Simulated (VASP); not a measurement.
Rh: relaxation of cell and atoms with PBEsol+D3(BJ)

Crystal: Rh.

```xyz
4
Lattice="2.6917 0.0000 0.0000 -1.3459 2.3311 0.0000 0.0000 0.0000 8.7981" Properties=species:S:1:pos:R:3 pbc="T T T"
Rh    0.0000    0.0000    0.0000
Rh    0.0000    1.5541    2.1995
Rh    0.0000    0.0000    4.3990
Rh    1.3459    0.7770    6.5986
```

This isn't the form of Rh at room conditions, which is fcc.

```
Program                : VASP 6.6.1
Task                   : relaxation of cell and atoms
Functional             : PBEsol
Dispersion             : D3(BJ)
Potentials or basis    : VASP PAW PBE potentials, release 64 (Rh_pv)
Cutoff                 : 600 eV
k mesh                 : 10 × 10 × 3
Occupations            : fermi-dirac, width 0.15 eV
Spin                   : no spin polarisation
Dipole correction      : no
Further INCAR settings : ALGO = Normal; EDIFF = 1e-06; IBRION = 2; EDIFFG = -0.01; NSW = 80; ISIF = 3
```

```yaml
Relaxed_volume: 13.22 Å³/atom
Relaxed_cell: a = 2.654 Å, b = 2.654 Å, c = 8.673 Å, α = 90.00°, β = 90.00°, γ = 120.00°
Space_group_after_relaxing_to_0.1_Å: P6_3/mmc (No. 194)
Energy_gained_by_relaxing: 22.9 meV/atom
Ionic_steps: 4
Pressure_after_relaxing: -0.1 GPa
Band_gap_on_the_k_mesh: zero (bands 30 and 31 overlap by 1.98 eV)
Dispersion_energy_per_atom: -0.633 eV
```

The path:
| step | energy change (eV) | largest force (eV/Å) | pressure (GPa) | volume (Å³) |
| --- | --- | --- | --- | --- |
| 1 | 0.0000 | 0.0000 | -12.13 | 55.21 |
| 2 | 0.6426 | 0.0000 | 46.97 | 47.27 |
| 3 | -0.0916 | 0.0000 | -0.57 | 52.98 |
| 4 | -0.0917 | 0.0000 | -0.10 | 52.90 |

Final structure:
```xyz
4
Lattice="2.6539 0.0000 0.0000 -1.3269 2.2983 0.0000 0.0000 0.0000 8.6727" Properties=species:S:1:pos:R:3 pbc="T T T"
Rh    1.3269    2.2983    8.6727
Rh    0.0000    1.5322    2.1682
Rh    1.3269    2.2983    4.3363
Rh    1.3269    0.7661    6.5045
```

Levels at points of the mesh, in eV from the Fermi level:
| k point | band 26 | band 27 | band 28 | band 29 | band 30 | band 31 | band 32 | band 33 |
| --- | --- | --- | --- | --- | --- | --- | --- | --- |
| (0.00, 0.00, 0.00) | -2.81 | -2.81 | -1.53 | -1.53 | -0.90 | -0.90 | -0.36 | -0.36 |
| (0.50, 0.00, 0.00) | 0.59 | 0.61 | 0.65 | 0.72 | 0.90 | 0.90 | 0.94 | 1.15 |

It took 100 s on 1 thread of Intel(R) Xeon(R) 6975P-C (Granite Rapids) (shared host), peak memory 0.23 GiB.

Caveat: the PAW data sets were made with another functional, which shifts forces and pressure a little.
